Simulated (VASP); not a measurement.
# Ti (Imm2) in VASP: a series of runs

Runs on Ti. Level: r2SCAN. Tasks: single point.

Program: VASP 6.6.1. These are calculated values, not measurements. Logs are shortened: lines on timing, memory, paths and dates and some standing lists are left out, and cuts for length are marked.

### Step 1. The cell of the first run

It takes space group Imm2 (No. 44, orthorhombic). Conventional cell: a = 5.742 Å, b = 8.120 Å, c = 5.742 Å, α = 90.00°, β = 90.00°, γ = 90.00°. Ti (site symmetry mm2) has 12 Ti at 2.78 to 2.96 Å within 3.7 Å. Ti (site symmetry 1) has 12 Ti at 2.83 to 2.92 Å within 3.7 Å. Within 3.7 Å of Ti (site symmetry mm2) lie 12 Ti at 2.78 to 2.96 Å. Within 3.8 Å of Ti (site symmetry mm2) lie 12 Ti at 2.87 Å. Ti (site symmetry mm2) has 12 Ti at 2.87 Å within 3.8 Å.

### Step 2. Single point, r2SCAN (atom 1 (Ti) moved +0.090 Å along Cartesian [1 1 0])

POSCAR

```
Ti
1.0
    4.0600000000     -4.0600000000      0.0000000000
    4.0600000000      0.0000000000      4.0600000000
    0.0000000000     -4.0600000000      4.0600000000
Ti
8
Direct
    0.5000000000      0.0156747809     -0.0156747809
    0.5000000000      0.0000000000      0.5000000000
    0.5000000000      0.5000000000      0.0000000000
    0.5000000000      0.5000000000      0.5000000000
    0.0000000000      0.0000000000      0.0000000000
    0.0000000000      0.0000000000      0.5000000000
    0.0000000000      0.5000000000      0.0000000000
    0.0000000000      0.5000000000      0.5000000000
```

INCAR.step1

```
PREC     = Accurate       # precision mode
ENCUT    = 550            # plane-wave cutoff, eV
ISMEAR   = 0              # smearing method
SIGMA    = 0.15           # smearing width, eV
LREAL    = F              # projectors in reciprocal space
LASPH    = T              # aspherical terms in the spheres
NELM     = 120            # most SCF steps
NBANDS   = 58             # bands
GGA      = PE             # functional
ALGO     = Normal         # electronic algorithm
EDIFF    = 1E-5           # SCF threshold, eV
LWAVE    = T              # write WAVECAR
LCHARG   = F              # write CHGCAR
GGA_COMPAT= F            
KPAR     = 4
```

INCAR.step2

```
PREC     = Accurate       # precision mode
ENCUT    = 550            # plane-wave cutoff, eV
EDIFF    = 1E-6           # SCF threshold, eV
ISMEAR   = 0              # smearing method
SIGMA    = 0.15           # smearing width, eV
LREAL    = F              # projectors in reciprocal space
LASPH    = T              # aspherical terms in the spheres
NELM     = 120            # most SCF steps
ALGO     = Normal         # electronic algorithm
ISIF     = 2              # what is computed and relaxed
LWAVE    = F              # write WAVECAR
LCHARG   = F              # write CHGCAR
METAGGA  = R2SCAN         # meta-GGA
LMIXTAU  = T            
NBANDS   = 58             # bands
ISTART   = 1            
GGA_COMPAT= F            
KPAR     = 4
```

KPOINTS

```
regular mesh
0
Gamma
  10 10 10
```

Potentials or basis: VASP PAW PBE potentials, release 64 (Ti_sv).

Run with:

```console
$ cat potpaw_PBE.64/Ti_sv/POTCAR > POTCAR
$ cp INCAR.step1 INCAR
$ mpirun -np 4 vasp_std > vasp.out
$ cp INCAR.step2 INCAR
$ mpirun -np 4 vasp_std > vasp.out
```

OUTCAR:

```text
PREC = Accurate
   ENCUT = 550
   EDIFF = 1E-6
   ISMEAR = 0
   LREAL = F
   LASPH = T
   NELM = 120
   ISIF = 2
   METAGGA = R2SCAN
   ISTART = 1

 ion  position               nearest neighbor table
   1  0.500  0.016  0.984-   4 2.78   3 2.83   2 2.83   6 2.83   7 2.83   5 2.87   5 2.87   7 2.92
                             6 2.92   2 2.92   3 2.92
   2  0.500  0.000  0.500-   1 2.83   4 2.87   6 2.87   3 2.87   5 2.87   3 2.87   4 2.87   8 2.87
                             5 2.87   6 2.87   8 2.87   1 2.92
   3  0.500  0.500  0.000-   1 2.83   4 2.87   7 2.87   2 2.87   4 2.87   8 2.87   2 2.87   5 2.87
                             5 2.87   7 2.87   8 2.87   1 2.92
   4  0.500  0.500  0.500-   1 2.78   2 2.87   3 2.87   8 2.87   3 2.87   7 2.87   2 2.87   6 2.87
                             6 2.87   7 2.87   8 2.87
   5  0.000  0.000  0.000-   6 2.87   7 2.87   2 2.87   6 2.87   8 2.87   3 2.87   7 2.87   8 2.87
                             2 2.87   3 2.87   1 2.87   1 2.87
   6  0.000  0.000  0.500-   1 2.83   5 2.87   8 2.87   5 2.87   7 2.87   4 2.87   7 2.87   8 2.87
                             2 2.87   2 2.87   4 2.87   1 2.92
   7  0.000  0.500  0.000-   1 2.83   3 2.87   5 2.87   8 2.87   4 2.87   6 2.87   8 2.87   5 2.87
                             6 2.87   3 2.87   4 2.87   1 2.92
   8  0.000  0.500  0.500-   4 2.87   6 2.87   7 2.87   3 2.87   5 2.87   7 2.87   2 2.87   5 2.87
                             6 2.87   2 2.87   3 2.87   4 2.87

  LATTYP: Found a face centered cubic cell.
 ALAT       =     8.1200000000

  Lattice vectors:

 A1 = (   4.0600000000,  -4.0600000000,   0.0000000000)
 A2 = (   4.0600000000,   0.0000000000,   4.0600000000)
 A3 = (   0.0000000000,  -4.0600000000,   4.0600000000)

Analysis of symmetry for initial positions (statically):
=====================================================================
 Subroutine PRICEL returns:
 Original cell was already a primitive cell.

 Routine SETGRP: Setting up the symmetry group for a
 face centered cubic supercell.

 Subroutine GETGRP returns: Found  4 space group operations
 (whereof  4 operations were pure point group operations)
 out of a pool of 48 trial point group operations.

The static configuration has the point symmetry C_2v.

Analysis of symmetry for dynamics (positions and initial velocities):
=====================================================================
 Subroutine PRICEL returns:
 Original cell was already a primitive cell.

 Routine SETGRP: Setting up the symmetry group for a
 face centered cubic supercell.

 Subroutine GETGRP returns: Found  4 space group operations
 (whereof  4 operations were pure point group operations)
 out of a pool of 48 trial point group operations.

The dynamic configuration has the point symmetry C_2v.

 Subroutine INISYM returns: Found  4 space group operations
 (whereof  4 operations are pure point group operations),
 and found     1 'primitive' translations

----------------------------------------------------------------------------------------

                                     Primitive cell

  volume of cell :     133.8468

  direct lattice vectors                    reciprocal lattice vectors
     4.060000000 -4.060000000  0.000000000     0.123152709 -0.123152709 -0.123152709
     4.060000000  0.000000000  4.060000000     0.123152709  0.123152709  0.123152709
     0.000000000 -4.060000000  4.060000000    -0.123152709 -0.123152709  0.123152709

  length of vectors
     5.741707063  5.741707063  5.741707063     0.213306750  0.213306750  0.213306750

  position of ions in fractional coordinates (direct lattice)
     0.500000000  0.015674781  0.984325219
     0.500000000  0.000000000  0.500000000
     0.500000000  0.500000000  0.000000000
     0.500000000  0.500000000  0.500000000
     0.000000000  0.000000000  0.000000000
     0.000000000  0.000000000  0.500000000
     0.000000000  0.500000000  0.000000000
     0.000000000  0.500000000  0.500000000

  ion indices of the primitive-cell ions
   primitive index   ion index
                 1           1
                 2           2
                 3           3
                 4           4
                 5           5
                 6           6
                 7           7
                 8           8

----------------------------------------------------------------------------------------

 KPOINTS: regular mesh

Automatic generation of k-mesh.
 Grid dimensions read from file:
 generate k-points for:   10   10   10

 Generating k-lattice:

  Cartesian coordinates                     Fractional coordinates (reciprocal lattice)
     0.012315271 -0.012315271 -0.012315271     0.100000000  0.000000000  0.000000000
     0.012315271  0.012315271  0.012315271     0.000000000  0.100000000  0.000000000
    -0.012315271 -0.012315271  0.012315271     0.000000000  0.000000000  0.100000000

  Length of vectors
     0.021330675  0.021330675  0.021330675

  Shift w.r.t. Gamma in fractional coordinates (k-lattice)
     0.000000000  0.000000000  0.000000000

 Subroutine IBZKPT returns following result:
 ===========================================

 Found    171 irreducible k-points:

 Following reciprocal coordinates:
            Coordinates               Weight
  0.000000  0.000000  0.000000      1.000000
  0.100000  0.000000  0.000000      4.000000
  0.000000  0.100000  0.000000      4.000000
  0.200000  0.000000  0.000000      4.000000
  0.000000  0.200000  0.000000      4.000000
  0.300000  0.000000  0.000000      4.000000
[... 16 lines left out ...]
  0.000000  0.400000  0.100000      4.000000
  0.100000  0.000000  0.400000      8.000000
 [... further k-points ...]
   k-points           NKPTS =    171   k-points in BZ     NKDIM =    171   number of bands    NBANDS=     58
   number of dos      NEDOS =    301   number of ions     NIONS =      8
   total plane-waves  NPLWV = 110592
   dimension x,y,z NGX =    48 NGY =   48 NGZ =   48
   dimension x,y,z NGXF=    96 NGYF=   96 NGZF=   96
   ions per type =               8
   NGX,Y,Z   is equivalent  to a cutoff of  13.90, 13.90, 13.90 a.u.
   NGXF,Y,Z  is equivalent  to a cutoff of  27.80, 27.80, 27.80 a.u.
 SYSTEM =  unknown system
   PREC   = accura    normal or accurate (medium, high low for compatibility)
   ISTART =      1    job   : 0-new  1-cont  2-samecut
   ICHARG =      0    charge: 1-file 2-atom 10-const
   ISPIN  =      1    spin polarized calculation?
   LNONCOLLINEAR =      F non collinear calculations
   LSORBIT =      F    spin-orbit coupling
   LASPH  =      T    aspherical Exc in radial PAW
   ENCUT  =  550.0 eV  40.42 Ry    6.36 a.u.  10.98 10.98 10.98*2*pi/ulx,y,z
   NELM   =    120;   NELMIN=  2; NELMDL=  0     # of ELM steps
   EDIFF  = 0.1E-05   stopping-criterion for ELM
   LREAL  =      F    real-space projection
   EDIFFG = 0.1E-04   stopping-criterion for IOM
   NSW    =      0    number of steps for IOM
   IBRION =     -1    ionic relax: 0-MD 1-quasi-New 2-CG
   NFREE  =      0    steps in history (QN), initial steepest desc. (CG)
   ISIF   =      2    stress and relaxation
   ISYM   =      2    0-nonsym 1-usesym 2-fastsym
   POTIM  = 0.5000    time-step for ionic-motion
   TEBEG  =    0.0;   TEEND  =   0.0 temperature during run
   PSTRESS=    0.0 pullay stress
   NELECT =      96.0000    total number of electrons
   NUPDOWN=      -1.0000    fix difference up-down
   EMIN   =  10.00;   EMAX   =-10.00  energy-range for DOS
   EFERMI =   0.00;   METHOD = LEGACY
   ISMEAR =     0;   SIGMA  =   0.15  broadening in eV -4-tet -1-fermi 0-gaus
   EFERMI_NEDOS =   21; number of points for ismear=-14 and -15
   IALGO  =     38    algorithm
   IMIX   =      4    mixing-type and parameters
     AMIX     =   0.40;   BMIX     =  1.00
     AMIX_MAG =   1.60;   BMIX_MAG =  1.00
  volume/ion in A,a.u.               =      16.73       112.91
  Fermi-wavevector in a.u.,A,eV,Ry     =   1.465421  2.769245 29.217967  2.147460
  Thomas-Fermi vector in A             =   2.581280
   LORBIT       =      0    0 simple, 1 ext, 2 COOP (PROOUT), +10 PAW based schemes
   METAGGA = R2SCAN    functional components
   LHFCALC =     F    Hartree Fock is set to
   AEXX    =    0.0000 exact exchange contribution
   IVDW    =     0    specifies the selected vdW correction
   LEPSILON=     F    determine dielectric tensor
   LRPA    =     F    only Hartree local field effects (RPA)
 non-spin polarized calculation
 Gauss-broadening in eV      SIGMA  =   0.15
  energy-cutoff  :      550.00
  volume of cell :      133.85
 maximum number of plane-waves:      3948
 NGX is ok and might be reduce to    48
   NGX = 21   NGY = 21   NGZ = 21

 number of electron      96.0000012 magnetization

 Free energy of the ion-electron system (eV)
  ---------------------------------------------------
  ext. energy  EPLUGINS =         0.00000000
  ---------------------------------------------------
  free energy    TOTEN  =      -103.00488956 eV

  energy without entropy =     -102.87014660  energy(sigma->0) =     -102.93751808

 E-fermi :   8.6421     XC(G=0): -12.6042

 val. band max:        8.6419894960   @ k =   0.0000   0.2000   0.0000
 cond. band min:       8.6440945095   @ k =   0.1000  -0.3000   0.3000
 fundamental gap:      0.0021050136
 Fermi energy:         8.6421350013

 k-point     1 :       0.0000    0.0000    0.0000
  band No.  band energies     occupation
      1     -50.3341      2.00000
      2     -50.1853      2.00000
      3     -50.1853      2.00000
      4     -50.1836      2.00000
      5     -50.1804      2.00000
      6     -50.1369      2.00000
[... 50 lines left out ...]
     57       9.6700      0.00000
     58       9.6859      0.00000

 k-point     2 :       0.1000    0.0000    0.0000
  band No.  band energies     occupation
      1     -50.3305      2.00000
      2     -50.1882      2.00000
      3     -50.1843      2.00000
      4     -50.1830      2.00000
      5     -50.1794      2.00000
      6     -50.1383      2.00000
[... 50 lines left out ...]
     57       9.7006      0.00000
     58       9.7174      0.00000

 k-point     3 :       0.0000    0.1000    0.0000
  band No.  band energies     occupation
      1     -50.3305      2.00000
      2     -50.1881      2.00000
      3     -50.1841      2.00000
      4     -50.1829      2.00000
      5     -50.1798      2.00000
      6     -50.1381      2.00000
[... 1216 lines left out ...]
      3     -50.1756      2.00000
      4     -50.1732      2.00000
      5     -50.1624      2.00000
      6     -50.1613      2.00000
[... 50 lines left out ...]
     57       9.9882      0.00000
     58       9.9962      0.00000

 k-point    24 :       0.1000    0.0000    0.4000
  band No.  band energies     occupation
      1     -50.2875      2.00000
      2     -50.2266      2.00000
      3     -50.1755      2.00000
      4     -50.1732      2.00000
      5     -50.1643      2.00000
      6     -50.1594      2.00000
[... 50 lines left out ...]
     57       9.9790      0.00000
     58      10.0035      0.00000

 [... further k-points ...]

------------------------ aborting loop because EDIFF is reached ----------------------------------------

  FORCE on cell =-STRESS in cart. coord.  units (eV):
  Direction    XX          YY          ZZ          XY          YZ          ZX
  --------------------------------------------------------------------------------------
  -------------------------------------------------------------------------------------
  Total        4.1547232      4.1547232      4.1160277      0.0608301      0.0000000      0.0000000
  in kB       49.7329915     49.7329915     49.2697975      0.7281497      0.0000000      0.0000000
  external PRESSURE =      49.5785935 kB  Pullay stress =       0.0000000 kB

 VOLUME and BASIS-vectors are now :
 -----------------------------------------------------------------------------
  energy-cutoff  :      550.00
  volume of cell :      133.85
      direct lattice vectors                 reciprocal lattice vectors
     4.060000000 -4.060000000  0.000000000     0.123152709 -0.123152709 -0.123152709
     4.060000000  0.000000000  4.060000000     0.123152709  0.123152709  0.123152709
     0.000000000 -4.060000000  4.060000000    -0.123152709 -0.123152709  0.123152709

 POSITION                                       TOTAL-FORCE (eV/Angst)
 -----------------------------------------------------------------------------------
      2.09364     -6.02636      4.06000        -0.292290     -0.292290      0.000000
      2.03000     -4.06000      2.03000         0.020486      0.082883     -0.043927
      4.06000     -2.03000      2.03000         0.082883      0.020486      0.043927
      4.06000     -4.06000      4.06000         0.129680      0.129680      0.000000
      0.00000      0.00000      0.00000         0.039096      0.039096      0.000000
      0.00000     -2.03000      2.03000         0.082883      0.020486     -0.043927
      2.03000      0.00000      2.03000         0.020486      0.082883      0.043927
      2.03000     -2.03000      4.06000        -0.083224     -0.083224      0.000000
 -----------------------------------------------------------------------------------
    total drift:                               -0.000017     -0.000017      0.000000

  FREE ENERGIE OF THE ION-ELECTRON SYSTEM (eV)
  ---------------------------------------------------
  free  energy   TOTEN  =      -103.0048895642 eV

  energy  without entropy=     -102.8701465991  energy(sigma->0) =     -102.93751808
```

Wall time 19 min (4 MPI ranks of Intel Xeon 6975P-C (Granite Rapids), shared host); peak memory 1 GiB.

Results:

```yaml
Free_energy: -103.0049 eV
Pressure: 5.0 GPa
Largest_force: 0.413 eV/Å
Band_gap_on_the_k_mesh: zero (bands 48 and 49 overlap by 1.36 eV)
```

Forces in eV/Å, atoms in the order of the input:
```
Ti  -0.292 -0.292  0.000
Ti   0.020  0.083 -0.044
Ti   0.083  0.020  0.044
Ti   0.130  0.130  0.000
Ti   0.039  0.039  0.000
Ti   0.083  0.020 -0.044
Ti   0.020  0.083  0.044
Ti  -0.083 -0.083  0.000
```

Caveat: the cell differs from its parent crystal (atom 1 (Ti) moved +0.090 Å along Cartesian [1 1 0]); the cell stands under pressure; the PAW data sets were made with another functional, which shifts forces and pressure a little.

### Step 3. Single point, r2SCAN (atom 1 (Ti) moved -0.060 Å along Cartesian [1 1 0])

POSCAR: that of step 2 with these lines changed.

```diff
@@ -8,3 +8,3 @@
 Direct
-    0.5000000000      0.0156747809     -0.0156747809
+    0.5000000000     -0.0104498539      0.0104498539
     0.5000000000      0.0000000000      0.5000000000
```

INCAR.step1

```
SYSTEM = Ti
ALGO = Normal ; EDIFF = 1E-5
ENCUT = 550 ; GGA = PE
GGA_COMPAT = .False. ; ISMEAR = 0
KPAR = 4 ; LASPH = .True.
LCHARG = .False. ; LREAL = .False.
LWAVE = .True. ; NBANDS = 58
NELM = 120 ; PREC = Accurate
SIGMA = 0.15
```

INCAR.step2

```
SYSTEM = Ti
ALGO = Normal ; EDIFF = 1E-6
ENCUT = 550 ; GGA_COMPAT = .False.
ISIF = 2 ; ISMEAR = 0
ISTART = 1 ; KPAR = 4
LASPH = .True. ; LCHARG = .False.
LMIXTAU = .True. ; LREAL = .False.
LWAVE = .False. ; METAGGA = R2SCAN
NBANDS = 58 ; NELM = 120
PREC = Accurate ; SIGMA = 0.15
```

KPOINTS

```
k-points
0
Gamma
  10 10 10
  0 0 0
```

Potentials or basis: VASP PAW PBE potentials, release 64 (Ti_sv).

Run with:

```console
$ cat potpaw_PBE.64/Ti_sv/POTCAR > POTCAR
$ cp INCAR.step1 INCAR
$ mpirun -np 4 vasp_std > vasp.out
$ cp INCAR.step2 INCAR
$ mpirun -np 4 vasp_std > vasp.out
```

Run time: 17 min. Hardware: 4 MPI ranks of Intel Xeon 6975P-C (Granite Rapids), shared host; peak memory 1 GiB.

The run converged. Its results:

- Free energy: -103.0151 eV
- Pressure: 4.9 GPa
- Largest force: 0.269 eV/Å
- Band gap on the k mesh: zero (bands 48 and 49 overlap by 1.35 eV)

Forces in eV/Å, atoms in the order of the input:
```
Ti   0.190  0.190  0.000
Ti  -0.013 -0.055  0.028
Ti  -0.055 -0.013 -0.028
Ti  -0.084 -0.084  0.000
Ti  -0.027 -0.027  0.000
Ti  -0.055 -0.013  0.028
Ti  -0.013 -0.055 -0.028
Ti   0.056  0.056  0.000
```

Levels at points of the mesh, in eV from the Fermi level:
```
           k point  band 43  band 44  band 45  band 46  band 47  band 48  band 49  band 50  band 51  band 52
(0.00, 0.00, 0.00)    -1.88     0.54     0.54     0.55     0.55     0.94     0.94     0.94     0.94     0.94
(0.50, 0.00, 0.00)    -1.11    -1.11    -1.09    -1.07     0.09     0.09     0.43     0.44     0.46     0.46
(0.00, 0.50, 0.00)    -1.11    -1.11    -1.09    -1.08     0.04     0.13     0.43     0.44     0.46     0.47
(0.50, 0.50, 0.00)    -0.46    -0.45    -0.43    -0.42    -0.39    -0.37    -0.36    -0.33     0.03     0.03
(0.00, 0.50, 0.50)    -0.46    -0.44    -0.44    -0.43    -0.40    -0.37    -0.37    -0.31     0.01     0.05
```

Caveat: the cell differs from its parent crystal (atom 1 (Ti) moved -0.060 Å along Cartesian [1 1 0]); the cell stands under pressure; the PAW data sets were made with another functional, which shifts forces and pressure a little.
